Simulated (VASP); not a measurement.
Sb, 4 atoms in the cell. The cell holds a slab with vacuum, 4 atoms: a = 4.069 Å, b = 4.069 Å, c = 20.800 Å, α = 90.00°, β = 90.00°, γ = 120.00°.  This cell differs from its parent crystal: layers slid over each other.

```yaml
Program: VASP 6.6.1
Task: single point
Functional: PBE
Dispersion: D3(BJ)
Potentials_or_basis: VASP PAW PBE potentials, release 64 (Sb_d_GW)
Cutoff: 400 eV
k_mesh: 9 × 9 × 1
Occupations: gaussian, width 0.05 eV
Spin: no spin polarisation
Dipole_correction: yes
Further_INCAR_settings: ALGO = Normal; EDIFF = 1e-06; NBANDS = 38; NELMDL = -8
```

Potentials or basis: VASP PAW PBE potentials, release 64 (Sb_d_GW).

The run is started by

```bash
$ cat potpaw_PBE.64/Sb_d_GW/POTCAR > POTCAR
$ mpirun -np 1 vasp_std > vasp.out
```

Hardware: 1 thread of AMD EPYC 9R45 96-Core Processor (Zen 5) (shared host).

Q: Estimate the wall time of this run.

A: Wall time 3.6 min on 1 thread of AMD EPYC 9R45 96-Core Processor (Zen 5), on a shared host, peak memory 0.39 GiB. Counts: scf iterations 23, k points 25.
